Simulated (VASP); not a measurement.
**Ti5Si3: single point with PBEsol**

Ti5Si3:

```xyz
16
Lattice="7.4014 0.0000 0.0000 -3.7007 6.4098 0.0000 0.0000 0.0000 5.0820" Properties=species:S:1:pos:R:3 pbc="T T T"
Ti    0.0000    4.2732    0.0000
Ti    3.7007    2.1366    2.5410
Ti    3.7007    2.1366    0.0000
Ti    0.0000    4.2732    2.5410
Ti    1.8394    0.0000    1.2705
Ti    0.9197    1.5930    3.8115
Ti   -0.9197    1.5930    1.2705
Ti    5.5619    0.0000    3.8115
Ti    2.7810    4.8168    1.2705
Ti   -2.7810    4.8168    3.8115
Si    4.4954    0.0000    1.2705
Si    2.2477    3.8931    3.8115
Si   -2.2477    3.8931    1.2705
Si    2.9060    0.0000    3.8115
Si    1.4530    2.5167    1.2705
Si   -1.4530    2.5167    3.8115
```

```json
{"Program": "VASP 6.6.1", "Task": "single point", "Functional": "PBEsol", "Potentials or basis": "VASP PAW PBE potentials, release 64 (Ti_sv, Si)", "Cutoff": "500 eV", "k mesh": "6 × 6 × 8", "Occupations": "fermi-dirac, width 0.15 eV", "Spin": "no spin polarisation"}
```

The pressure is 0.1 GPa, the largest force is 0.004 eV/Å and the band gap on the k mesh is zero (bands 72 and 73 overlap by 0.63 eV).

Forces in eV/Å, atoms in the order of the input:
```
Ti   0.000  0.000  0.000
Ti   0.000  0.000  0.000
Ti   0.000  0.000  0.000
Ti   0.000  0.000  0.000
Ti  -0.004  0.000  0.000
Ti  -0.002 -0.004  0.000
Ti   0.002 -0.004  0.000
Ti   0.004  0.000  0.000
Ti   0.002  0.004  0.000
Ti  -0.002  0.004  0.000
Si  -0.003  0.000  0.000
Si  -0.001 -0.002  0.000
Si   0.001 -0.002  0.000
Si   0.003  0.000  0.000
Si   0.001  0.002  0.000
Si  -0.001  0.002  0.000
```

Levels at points of the mesh, in eV from the Fermi level:
```
           k point  band 68  band 69  band 70  band 71  band 72  band 73  band 74  band 75  band 76  band 77
(0.00, 0.00, 0.00)    -0.92    -0.91    -0.60    -0.60    -0.49     0.21     0.21     0.54     0.54     0.60
(0.50, 0.00, 0.00)    -0.71    -0.62    -0.59    -0.54    -0.30    -0.19     0.16     0.49     0.63     0.69
(0.00, 0.00, 0.50)    -0.91    -0.91    -0.91     0.41     0.41     0.42     0.42     0.42     0.42     0.52
(0.50, 0.00, 0.50)    -0.68    -0.37    -0.37    -0.14    -0.14     0.54     0.54     0.61     0.61     0.65
```

Run time: 18 min on 1 thread of Intel(R) Xeon(R) Platinum 8488C (Sapphire Rapids), with other jobs on the host, peak memory 0.61 GiB.

Caveat: the PAW data sets were made with another functional, which shifts forces and pressure a little.
